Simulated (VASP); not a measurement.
BP, 2 atoms in the cell. The structure is cubic, space group F-43m (No. 216). Conventional cell: a = 4.537 Å, b = 4.537 Å, c = 4.537 Å, α = 90.00°, β = 90.00°, γ = 90.00°. Within 2.6 Å of B (site symmetry -43m) lie 4 P at 1.96 Å. P (site symmetry -43m) has 4 B at 1.96 Å within 2.6 Å. 

| Quantity | Value |
| --- | --- |
| Program | VASP 6.6.1 |
| Task | single point |
| Functional | r2SCAN |
| Potentials or basis | VASP PAW PBE potentials, release 64 (B, P) |
| Cutoff | 520 eV |
| k mesh | 6 × 6 × 6 |
| Occupations | gaussian, width 0.01 eV |
| Spin | no spin polarisation |
| Dipole correction | no |
| Further INCAR settings | ALGO = Normal; EDIFF = 1e-06; NBANDS = 11 |

Potentials or basis: VASP PAW PBE potentials, release 64 (B, P).

Run with:

```sh
$ cat potpaw_PBE.64/B/POTCAR potpaw_PBE.64/P/POTCAR > POTCAR
$ cp INCAR.step1 INCAR
$ mpirun -np 1 vasp_std > vasp.out
$ cp INCAR.step2 INCAR
$ mpirun -np 1 vasp_std > vasp.out
```

Hardware: 1 thread of Intel(R) Xeon(R) Platinum 8259CL CPU @ 2.50GHz (Skylake/Cascade Lake), on a shared host.

Q: How long does it take, and how much memory?

A: Run time: 26 s on 1 thread of Intel(R) Xeon(R) Platinum 8259CL CPU @ 2.50GHz (Skylake/Cascade Lake), on a shared host, peak memory 0.13 GiB. Counts: k points 16.
